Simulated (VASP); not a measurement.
Set up this calculation in VASP 6.6.1, as the native input.

```yaml
Task: single point
Functional: LDA
Potentials_or_basis: VASP PAW LDA potentials, release 64 (Ba_sv)
Cutoff: 520 eV
k_mesh: 14 × 14 × 8
Occupations: gaussian, width 0.15 eV
Spin: no spin polarisation
Dipole_correction: no
Further_INCAR_settings: ALGO = Fast; EDIFF = 1e-07; NBANDS = 11
```

The structure of Ba lies in POSCAR:

```
Ba
1.0
    1.9550000000     -3.6500000000     -0.0456250000
    1.9550000000      3.6500000000      0.0456250000
    0.0000000000      0.0712500000      5.7000000000
Ba
1
Direct
    0.0000000000      0.0000000000      0.0000000000
```

This cell differs from its parent crystal: strain +0.0250 x Voigt [0, 0, 0, 1, 0, 0].

One way to write it, as run:

INCAR

```
PREC = Accurate ; ENCUT = 520
EDIFF = 1E-7 ; ISMEAR = 0
SIGMA = 0.15 ; LREAL = False
LASPH = True ; NELM = 100
ALGO = Fast ; ISIF = 2
LWAVE = False ; LCHARG = False
NBANDS = 11
```

KPOINTS

```
Automatic mesh
0
Gamma
  14 14 8
```

Potentials or basis: VASP PAW LDA potentials, release 64 (Ba_sv).

The run is started by

```console
$ cat potpaw_LDA.64/Ba_sv/POTCAR > POTCAR
$ mpirun -np 1 vasp_std > vasp.out
```

Results of the run:

| Item | Value |
| --- | --- |
| Pressure | -0.3 GPa |
| Band gap on the k mesh | zero (bands 5 and 6 overlap by 1.08 eV) |

Caveat: the cell differs from its parent crystal (strain +0.0250 x Voigt [0, 0, 0, 1, 0, 0]); spin-orbit coupling is left out, which moves the levels of the heavy elements.

Run time: 2.1 min on 1 thread of Intel(R) Xeon(R) 6975P-C (Granite Rapids), with other jobs on the host, peak memory 0.47 GiB.
